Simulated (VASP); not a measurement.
# C (Fd-3m) in VASP: a series of runs, part 2 of 2

VASP 6.6.1. The steps go on from the part before.

## 4. Phonons, r2SCAN

This run uses another cell than the first one, of 5.59 Å³/atom, 1.013 times its volume.

Input file INCAR:

```
  ALGO = Normal
  EDIFF = 1E-8
  ENCUT = 520
  IBRION = 6
  ISIF = 2
  ISMEAR = 0
  LASPH = T
  LCHARG = F
  LMIXTAU = T
  LREAL = F
  LWAVE = F
  METAGGA = R2SCAN
  NELM = 100
  NFREE = 2
  NSW = 1
  POTIM = 0.015
  PREC = Accurate
  SIGMA = 0.01
```

Input file KPOINTS:

```
k-points
0
Gamma
  12 12 12
```

Input file POSCAR:

```
C
1.0
    1.7749542756      1.7749542756      0.0000000000
   -1.7749542756      1.7749542756      0.0000000000
    0.0000000000      1.7749542756      1.7749542756
C
2
Direct
    0.5000000000      0.5000000000      0.0000000000
    0.7500000000      0.2500000000      0.5000000000
```

Potentials or basis: VASP PAW PBE potentials, release 64 (C).

Run with:

```console
$ cat potpaw_PBE.64/C/POTCAR > POTCAR
$ mpirun -np 1 vasp_std > vasp.out
```

OUTCAR:

```text
EDIFF = 1E-8
   ENCUT = 520
   IBRION = 6
   ISIF = 2
   ISMEAR = 0
   LASPH = T
   LREAL = F
   METAGGA = R2SCAN
   NELM = 100
   NFREE = 2
   NSW = 1
   POTIM = 0.015
   PREC = Accurate

 ion  position               nearest neighbor table
   1  0.500  0.500  0.000-   2 1.54   2 1.54   2 1.54   2 1.54
   2  0.750  0.250  0.500-   1 1.54   1 1.54   1 1.54   1 1.54

  LATTYP: Found a face centered cubic cell.
 ALAT       =     3.5499085512

  Lattice vectors:

 A1 = (   0.0000000000,   1.7749542756,   1.7749542756)
 A2 = (   1.7749542756,   0.0000000000,   1.7749542756)
 A3 = (   1.7749542756,   1.7749542756,   0.0000000000)

Analysis of symmetry for initial positions (statically):
=====================================================================
 Subroutine PRICEL returns:
 Original cell was already a primitive cell.

 Routine SETGRP: Setting up the symmetry group for a
 face centered cubic supercell.

 Subroutine GETGRP returns: Found 48 space group operations
 (whereof 24 operations were pure point group operations)
 out of a pool of 48 trial point group operations.

The static configuration has the point symmetry T_d .
 The point group associated with its full space group is O_h .

Analysis of symmetry for dynamics (positions and initial velocities):
=====================================================================
 Subroutine PRICEL returns:
 Original cell was already a primitive cell.

 Routine SETGRP: Setting up the symmetry group for a
 face centered cubic supercell.

 Subroutine GETGRP returns: Found 48 space group operations
 (whereof 24 operations were pure point group operations)
 out of a pool of 48 trial point group operations.

The dynamic configuration has the point symmetry T_d .
 The point group associated with its full space group is O_h .

[... 229 lines left out ...]
 E-fermi :  10.3185     XC(G=0): -14.3361

 val. band max:       10.1664806536   @ k =   0.0000   0.0000   0.0000
 cond. band min:      14.2913054872   @ k =   0.0000   0.0000  -0.3333
 fundamental gap:      4.1248248335
 Fermi energy:        10.3185103414

 k-point     1 :       0.0000    0.0000    0.0000
  band No.  band energies     occupation
      1     -12.9732      2.00000
      2       9.6737      2.00000
      3       9.9235      2.00000
      4      10.1665      2.00000
      5      15.5824      0.00000
      6      15.7905      0.00000
      7      16.0098      0.00000
      8      24.0791      0.00000
[... 243 lines left out ...]
 k-point    24 :      -0.4167    0.1667    0.0000
  band No.  band energies     occupation
      1      -8.5752      2.00000
      2      -0.5779      2.00000
      3       5.2469      2.00000
      4       5.6722      2.00000
      5      17.0673      0.00000
      6      21.4839      0.00000
      7      21.8338      0.00000
      8      23.3697      0.00000

 [... further k-points ...]
[... 5 lines left out ...]
  --------------------------------------------------------------------------------------
  -------------------------------------------------------------------------------------
  Total        0.3637920      0.3679717      0.3679717      0.0000000     -0.0455490     -0.0000000
  in kB       52.1161338     52.7149176     52.7149176      0.0000000     -6.5252633     -0.0000000
  external PRESSURE =      52.5153230 kB  Pullay stress =       0.0000000 kB
[... 17 lines left out ...]
  FREE ENERGIE OF THE ION-ELECTRON SYSTEM (eV)
  ---------------------------------------------------
  free  energy   TOTEN  =       -19.6506036146 eV

  energy  without entropy=      -19.6506036146  energy(sigma->0) =      -19.65060361

 INTERNAL STRAIN TENSORS FROM DISPLACED ATOMS
 ============================================

 INTERNAL STRAIN TENSOR FOR ION    1 for displacements in x,y,z  (eV/Angst):
          X           Y           Z          XY          YZ          ZX
  --------------------------------------------------------------------------------
  x     0.00000     0.00000     0.00000    -0.00000     3.03736    -0.00000
  y     0.00000     0.00000     0.00000    -0.00000    -0.00000     3.03736
  z     0.00000     0.00000     0.00000     3.03736    -0.00000     0.00000

 INTERNAL STRAIN TENSOR FOR ION    2 for displacements in x,y,z  (eV/Angst):
          X           Y           Z          XY          YZ          ZX
  --------------------------------------------------------------------------------
  x     0.00000     0.00000     0.00000     0.00000    -3.03736     0.00000
  y     0.00000     0.00000     0.00000     0.00000     0.00000    -3.03736
  z     0.00000     0.00000     0.00000    -3.03736     0.00000    -0.00000

 Eigenvectors and eigenvalues of the dynamical matrix
 ----------------------------------------------------

   1 f  =   40.097574 THz   251.940490 2PiTHz 1337.511111 cm-1   165.830168 meV
             X         Y         Z           dx          dy          dz
      0.000000  1.774954  0.000000     0.171499    0.685994    0.000000
      0.887477  2.662431  0.887477    -0.171499   -0.685994    0.000000
[... 21 lines left out ...]
   6 f  =    0.000000 THz     0.000000 2PiTHz    0.000000 cm-1     0.000000 meV
             X         Y         Z           dx          dy          dz
      0.000000  1.774954  0.000000     0.000000   -0.000000    0.707107
      0.887477  2.662431  0.887477    -0.000000    0.000000    0.707107

 ELASTIC MODULI CONTR FROM IONIC RELAXATION (kBar)
 Direction    XX          YY          ZZ          XY          YZ          ZX
 --------------------------------------------------------------------------------
 XX           0.0000      0.0000      0.0000      0.0000      0.0000      0.0000
 YY           0.0000      0.0000      0.0000      0.0000      0.0000      0.0000
 ZZ           0.0000      0.0000      0.0000      0.0000      0.0000      0.0000
 XY           0.0000      0.0000      0.0000    -33.4525      0.0000     -0.0000
 YZ           0.0000      0.0000      0.0000      0.0000    -33.4525     -0.0000
 ZX           0.0000      0.0000      0.0000     -0.0000     -0.0000    -33.4525
 --------------------------------------------------------------------------------
```

OSZICAR:

```text
N       E                     dE             d eps       ncg     rms          rms(c)
DAV:   1    -0.506031625211E+01   -0.50603E+01   -0.52605E+03  1232   0.991E+02
DAV:   2    -0.218707984463E+02   -0.16810E+02   -0.16418E+02  1856   0.112E+02
DAV:   3    -0.219604844331E+02   -0.89686E-01   -0.89686E-01  1176   0.103E+01
DAV:   4    -0.219606156224E+02   -0.13119E-03   -0.13119E-03  1712   0.389E-01
[... 36 lines left out ...]
DAV:   7    -0.196506035155E+02   -0.84371E-05   -0.73841E-06  4664   0.287E-02    0.490E-04
DAV:   8    -0.196506035403E+02   -0.24800E-07   -0.14659E-07  5032   0.457E-03    0.293E-04
DAV:   9    -0.196506036100E+02   -0.69730E-07   -0.64527E-08  4544   0.315E-03    0.709E-05
DAV:  10    -0.196506036146E+02   -0.45829E-08   -0.40233E-09  2256   0.787E-04
   3 F= -.19650604E+02 E0= -.19650604E+02  d E =-.136548-105
```

Wall time 86 s (1 thread of Intel Xeon 6975P-C (Granite Rapids), shared host); peak memory 0.14 GiB.

Results:

| Quantity | Value |
| --- | --- |
| Highest phonon frequency at Γ | 1338 cm⁻¹ |

Phonon frequencies in cm⁻¹ (negative: imaginary):
| q point | frequencies |
| --- | --- |
| (0.000, 0.000, 0.000) | 0 0 0 1338 1338 1338 |

Caveat: the cell wasn't relaxed at this level first, which shifts response properties; the PAW data sets were made with another functional, which shifts forces and pressure a little.

## 5. Phonons, r2SCAN

This run uses another cell than the first one, of 5.64 Å³/atom, 1.022 times its volume.

Input file INCAR:

```
SYSTEM = C
PREC = Accurate
ENCUT = 520
EDIFF = 1E-8
ISMEAR = 0
SIGMA = 0.01
LREAL = .FALSE.
LASPH = .TRUE.
NELM = 80
ALGO = Normal
ISIF = 2
LWAVE = .FALSE.
LCHARG = .FALSE.
METAGGA = R2SCAN
LMIXTAU = .TRUE.
IBRION = 6
NFREE = 2
POTIM = 0.015
NSW = 1
```

Input file KPOINTS:

```
Automatic mesh
0
G
  12 12 12
  0 0 0
```

Input file POSCAR:

```
C
1.0
    1.7801407966      1.7801407966      0.0000000000
   -1.7801407966      1.7801407966      0.0000000000
    0.0000000000      1.7801407966      1.7801407966
C
2
Direct
    0.5000000000      0.5000000000      0.0000000000
    0.7500000000      0.2500000000      0.5000000000
```

Potentials or basis: VASP PAW PBE potentials, release 64 (C).

Run with:

```console
$ cat potpaw_PBE.64/C/POTCAR > POTCAR
$ mpirun -np 1 vasp_std > vasp.out
```

OUTCAR:

```text
SYSTEM = C
   PREC = Accurate
   ENCUT = 520
   EDIFF = 1E-8
   ISMEAR = 0
   LREAL = .FALSE.
   LASPH = .TRUE.
   NELM = 80
   ISIF = 2
   METAGGA = R2SCAN
   IBRION = 6
   NFREE = 2
   POTIM = 0.015
   NSW = 1

 ion  position               nearest neighbor table
   1  0.500  0.500  0.000-   2 1.54   2 1.54   2 1.54   2 1.54
   2  0.750  0.250  0.500-   1 1.54   1 1.54   1 1.54   1 1.54

  LATTYP: Found a face centered cubic cell.
[... 851 lines left out ...]
  x     0.00000     0.00000     0.00000     0.00000     2.55867    -0.00000
  y    -0.00000     0.00000    -0.00000    -0.00000     0.00000     2.55867
  z     0.00000     0.00000     0.00000     2.55867    -0.00000     0.00000

 INTERNAL STRAIN TENSOR FOR ION    2 for displacements in x,y,z  (eV/Angst):
          X           Y           Z          XY          YZ          ZX
  --------------------------------------------------------------------------------
  x     0.00000    -0.00000    -0.00000     0.00000    -2.55867     0.00000
  y     0.00000     0.00000     0.00000     0.00000     0.00000    -2.55867
  z    -0.00000    -0.00000     0.00000    -2.55867     0.00000     0.00000

 Eigenvectors and eigenvalues of the dynamical matrix
 ----------------------------------------------------

   1 f  =   39.758754 THz   249.811616 2PiTHz 1326.209266 cm-1   164.428919 meV
             X         Y         Z           dx          dy          dz
      0.000000  1.780141  0.000000    -0.171499   -0.685994    0.000000
      0.890070  2.670211  0.890070     0.171499    0.685994    0.000000
[... 21 lines left out ...]
   6 f  =    0.000000 THz     0.000000 2PiTHz    0.000000 cm-1     0.000000 meV
             X         Y         Z           dx          dy          dz
      0.000000  1.780141  0.000000     0.000000   -0.000000    0.707107
      0.890070  2.670211  0.890070    -0.000000    0.000000    0.707107

 ELASTIC MODULI CONTR FROM IONIC RELAXATION (kBar)
 Direction    XX          YY          ZZ          XY          YZ          ZX
 --------------------------------------------------------------------------------
 XX          -0.0000     -0.0000     -0.0000     -0.0000     -0.0000      0.0000
 YY          -0.0000     -0.0000     -0.0000     -0.0000     -0.0000      0.0000
 ZZ          -0.0000     -0.0000     -0.0000     -0.0000     -0.0000      0.0000
 XY          -0.0000     -0.0000     -0.0000    -23.9350      0.0000      0.0000
 YZ          -0.0000     -0.0000     -0.0000      0.0000    -23.9350      0.0000
 ZX           0.0000      0.0000      0.0000      0.0000      0.0000    -23.9350
 --------------------------------------------------------------------------------
```

OSZICAR:

```text
N       E                     dE             d eps       ncg     rms          rms(c)
DAV:   1    -0.307359451391E+01   -0.30736E+01   -0.53002E+03  1248   0.100E+03
DAV:   2    -0.218472648005E+02   -0.18774E+02   -0.18258E+02  1888   0.115E+02
DAV:   3    -0.219517966684E+02   -0.10453E+00   -0.10453E+00  1224   0.110E+01
DAV:   4    -0.219519226993E+02   -0.12603E-03   -0.12603E-03  1664   0.413E-01
[... 35 lines left out ...]
DAV:   6    -0.196528362103E+02   -0.17982E-04   -0.36561E-05  4952   0.686E-02    0.127E-03
DAV:   7    -0.196528446430E+02   -0.84327E-05   -0.74343E-06  4672   0.288E-02    0.491E-04
DAV:   8    -0.196528446700E+02   -0.26989E-07   -0.14953E-07  5008   0.461E-03    0.294E-04
DAV:   9    -0.196528447417E+02   -0.71751E-07   -0.66388E-08  4536   0.319E-03    0.707E-05
DAV:  10    -0.196528447464E+02   -0.46658E-08   -0.41360E-09  2256   0.798E-04
   3 F= -.19652845E+02 E0= -.19652845E+02  d E =-.193371E-75
```

It took 86 s on 1 thread of Intel Xeon 6975P-C (Granite Rapids), shared host; peak memory 0.15 GiB.

Results:

```
Highest phonon frequency at Γ : 1326 cm⁻¹
```

Phonon frequencies in cm⁻¹ (negative: imaginary):
```
              q point           frequencies
(0.000, 0.000, 0.000)  0 0 0 1326 1326 1326
```

Caveat: the cell wasn't relaxed at this level first, which shifts response properties; the PAW data sets were made with another functional, which shifts forces and pressure a little.

## 6. Phonons, r2SCAN

This run uses another cell than the first one, of 5.67 Å³/atom, 1.026 times its volume.

Input file INCAR:

```
  PREC = Accurate
  ENCUT = 520
  EDIFF = 1E-8
  ISMEAR = 0
  SIGMA = 0.01
  LREAL = F
  LASPH = T
  NELM = 60
  ALGO = Normal
  ISIF = 2
  LWAVE = F
  LCHARG = F
  METAGGA = R2SCAN
  LMIXTAU = T
  IBRION = 6
  NFREE = 2
  POTIM = 0.015
  NSW = 1
```

Input file KPOINTS:

```
Automatic mesh
0
Gamma
  12 12 12
```

Input file POSCAR:

```
C
1.0
    1.7827980172      1.7827980172      0.0000000000
   -1.7827980172      1.7827980172      0.0000000000
    0.0000000000      1.7827980172      1.7827980172
C
2
Direct
    0.5000000000      0.5000000000      0.0000000000
    0.7500000000      0.2500000000      0.5000000000
```

Potentials or basis: VASP PAW PBE potentials, release 64 (C).

Run with:

```console
$ cat potpaw_PBE.64/C/POTCAR > POTCAR
$ mpirun -np 1 vasp_std > vasp.out
```

OUTCAR:

```text
PREC = Accurate
   ENCUT = 520
   EDIFF = 1E-8
   ISMEAR = 0
   LREAL = F
   LASPH = T
   NELM = 60
   ISIF = 2
   METAGGA = R2SCAN
   IBRION = 6
   NFREE = 2
   POTIM = 0.015
   NSW = 1

 ion  position               nearest neighbor table
   1  0.500  0.500  0.000-   2 1.54   2 1.54   2 1.54   2 1.54
   2  0.750  0.250  0.500-   1 1.54   1 1.54   1 1.54   1 1.54

  LATTYP: Found a face centered cubic cell.
 ALAT       =     3.5655960344

  Lattice vectors:

 A1 = (   0.0000000000,   1.7827980172,   1.7827980172)
 A2 = (   1.7827980172,   0.0000000000,   1.7827980172)
 A3 = (   1.7827980172,   1.7827980172,   0.0000000000)

Analysis of symmetry for initial positions (statically):
=====================================================================
 Subroutine PRICEL returns:
 Original cell was already a primitive cell.

 Routine SETGRP: Setting up the symmetry group for a
 face centered cubic supercell.

 Subroutine GETGRP returns: Found 48 space group operations
[... 533 lines left out ...]
      2       9.4834      2.00000
      3       9.7302      2.00000
      4       9.9703      2.00000
      5      15.3548      0.00000
      6      15.5608      0.00000
      7      15.7779      0.00000
      8      23.5669      0.00000
[... 282 lines left out ...]
  FREE ENERGIE OF THE ION-ELECTRON SYSTEM (eV)
  ---------------------------------------------------
  free  energy   TOTEN  =       -19.6530113904 eV

  energy  without entropy=      -19.6530113904  energy(sigma->0) =      -19.65301139

 INTERNAL STRAIN TENSORS FROM DISPLACED ATOMS
 ============================================

 INTERNAL STRAIN TENSOR FOR ION    1 for displacements in x,y,z  (eV/Angst):
          X           Y           Z          XY          YZ          ZX
  --------------------------------------------------------------------------------
  x     0.00000     0.00000     0.00000     0.00000     2.31720     0.00000
  y     0.00000     0.00000     0.00000     0.00000     0.00000     2.31720
  z     0.00000     0.00000     0.00000     2.31720     0.00000    -0.00000

 INTERNAL STRAIN TENSOR FOR ION    2 for displacements in x,y,z  (eV/Angst):
          X           Y           Z          XY          YZ          ZX
  --------------------------------------------------------------------------------
  x    -0.00000     0.00000     0.00000    -0.00000    -2.31720    -0.00000
  y     0.00000    -0.00000     0.00000    -0.00000    -0.00000    -2.31720
  z     0.00000     0.00000    -0.00000    -2.31720    -0.00000     0.00000

 Eigenvectors and eigenvalues of the dynamical matrix
 ----------------------------------------------------

   1 f  =   39.586460 THz   248.729064 2PiTHz 1320.462171 cm-1   163.716370 meV
             X         Y         Z           dx          dy          dz
      0.000000  1.782798  0.000000     0.000000   -0.707107    0.000000
      0.891399  2.674197  0.891399     0.000000    0.707107    0.000000
[... 21 lines left out ...]
   6 f  =    0.000000 THz     0.000000 2PiTHz    0.000000 cm-1     0.000000 meV
             X         Y         Z           dx          dy          dz
      0.000000  1.782798  0.000000     0.000000    0.000000    0.707107
      0.891399  2.674197  0.891399     0.000000    0.000000    0.707107

 ELASTIC MODULI CONTR FROM IONIC RELAXATION (kBar)
 Direction    XX          YY          ZZ          XY          YZ          ZX
 --------------------------------------------------------------------------------
 XX          -0.0000      0.0000      0.0000     -0.0000     -0.0000     -0.0000
 YY           0.0000     -0.0000      0.0000     -0.0000     -0.0000     -0.0000
 ZZ           0.0000      0.0000     -0.0000     -0.0000     -0.0000      0.0000
 XY          -0.0000     -0.0000     -0.0000    -19.7133     -0.0000     -0.0000
 YZ          -0.0000     -0.0000     -0.0000     -0.0000    -19.7133     -0.0000
 ZX          -0.0000     -0.0000      0.0000     -0.0000     -0.0000    -19.7133
 --------------------------------------------------------------------------------
```

OSZICAR:

```text
N       E                     dE             d eps       ncg     rms          rms(c)
DAV:   1    -0.393138963424E+01   -0.39314E+01   -0.53378E+03  1216   0.996E+02
DAV:   2    -0.218500884790E+02   -0.17919E+02   -0.17653E+02  1928   0.117E+02
DAV:   3    -0.219465106163E+02   -0.96422E-01   -0.96422E-01  1224   0.109E+01
DAV:   4    -0.219466182919E+02   -0.10768E-03   -0.10768E-03  1672   0.395E-01
[... 35 lines left out ...]
DAV:   6    -0.196530028622E+02   -0.17685E-04   -0.36241E-05  4952   0.683E-02    0.127E-03
DAV:   7    -0.196530112843E+02   -0.84221E-05   -0.74560E-06  4680   0.288E-02    0.491E-04
DAV:   8    -0.196530113131E+02   -0.28821E-07   -0.15088E-07  4984   0.463E-03    0.294E-04
DAV:   9    -0.196530113855E+02   -0.72423E-07   -0.67320E-08  4536   0.320E-03    0.705E-05
DAV:  10    -0.196530113904E+02   -0.48530E-08   -0.41874E-09  2256   0.803E-04
   3 F= -.19653011E+02 E0= -.19653011E+02  d E =-.165603E-64
```

stdout:

```text
POSCAR found type information on POSCAR C
 POSCAR found :  1 types and       2 ions
 scaLAPACK will be used
 -----------------------------------------------------------------------------
|                                                                             |
|                                                                             |
|     You enforced a specific xc type in the INCAR file but a different       |
|     I HOPE YOU KNOW WHAT YOU ARE DOING!                                     |
|                                                                             |
 -----------------------------------------------------------------------------

 LDA part: xc-table for (None), standard interpolation
 POSCAR, INCAR and KPOINTS ok, starting setup
 FFT: planning ... GRIDC
 FFT: planning ... GRID_SOFT
 FFT: planning ... GRID
 WAVECAR not read
 entering main loop
 Found     1 degrees of freedom:
 Finite differences POTIM= 0.01500 DOF=   1
 bond charge predicted
 Finite differences progress:
 bond charge predicted
 Finite differences progress:
```

It took 89 s on 1 thread of Intel Xeon 6975P-C (Granite Rapids), shared host; peak memory 0.15 GiB.

Results:

```
Highest phonon frequency at Γ : 1320 cm⁻¹
```

Phonon frequencies in cm⁻¹ (negative: imaginary):
| q point | frequencies |
| --- | --- |
| (0.000, 0.000, 0.000) | 0 0 0 1320 1320 1320 |

Caveat: the PAW data sets were made with another functional, which shifts forces and pressure a little.
